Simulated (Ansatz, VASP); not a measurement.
**CdSe in VASP and in Ansatz**

```
CELL_PARAMETERS angstrom
4.34072 0.00000 0.00000
-2.17036 3.75918 0.00000
0.00000 0.00000 7.07665
ATOMIC_POSITIONS crystal
Cd 0.33333 0.66667 0.99952
Cd 0.66667 0.33333 0.49952
Se 0.33333 0.66667 0.37548
Se 0.66667 0.33333 0.87548
```

Alike in both runs: task single point; functional r2SCAN; k mesh 6 × 6 × 4; no spin polarisation.

|  | VASP | Ansatz |
| --- | --- | --- |
| version | VASP 6.6.1 | Ansatz 0.2.0 |
| potentials or method | VASP PAW PBE potentials, release 64 (Cd, Se) | plane waves, PAW |
| plane-wave cutoff (eV) | 520 | 500 |
| occupations | gaussian, width 0.01 eV | fixed |
| valence electrons in the cell | 36 | 72 |

```csv
,VASP,Ansatz,Ansatz less VASP
gap on the k mesh at the Fermi level (eV),1.09,1.10,+0.011
pressure (GPa),0.2,0.0,-0.24
```

VASP's potentials were made for PBE, not for r2SCAN. VASP's potentials hold 36 valence electrons a cell and Ansatz's 72, so a difference there can come from the potentials and not from the codes.
